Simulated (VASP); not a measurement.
A run of VASP 6.6.1:

INCAR

```
SYSTEM = Si
PREC = Accurate
ENCUT = 520
EDIFF = 1E-7
ISMEAR = 0
SIGMA = 0.1
LREAL = .False.
LASPH = .True.
NELM = 100
ALGO = Normal
ISIF = 2
LWAVE = .False.
LCHARG = .False.
LDIPOL = .True.
IDIPOL = 3
DIPOL = 0.5 0.5 0.500
GGA = CA
NBANDS = 11
```

The input KPOINTS:

```
Automatic mesh
0
Gamma
  15 15 1
  0 0 0
```

POSCAR

```
Si
1.0
    3.7690000000      0.0000000000      0.0000000000
   -1.8845000000      3.2640497469      0.0000000000
    0.0000000000      0.0000000000     28.0000000000
Si
2
Direct
    0.3333333333      0.6666666667      0.5051071429
    0.6666666667      0.3333333333      0.4948928571
```

Potentials or basis: VASP PAW LDA potentials, release 64 (Si).

Launch:

```sh
$ cat potpaw_LDA.64/Si/POTCAR > POTCAR
$ mpirun -np 1 vasp_std > vasp.out
```

Hardware: 1 thread of Intel(R) Xeon(R) Platinum 8259CL CPU @ 2.50GHz (Skylake/Cascade Lake), on a shared host.

How long does it take, and how much memory?

It took 3.6 min on 1 thread of Intel(R) Xeon(R) Platinum 8259CL CPU @ 2.50GHz (Skylake/Cascade Lake), on a shared host, peak memory 0.34 GiB. Counts: scf iterations 23, k points 27.
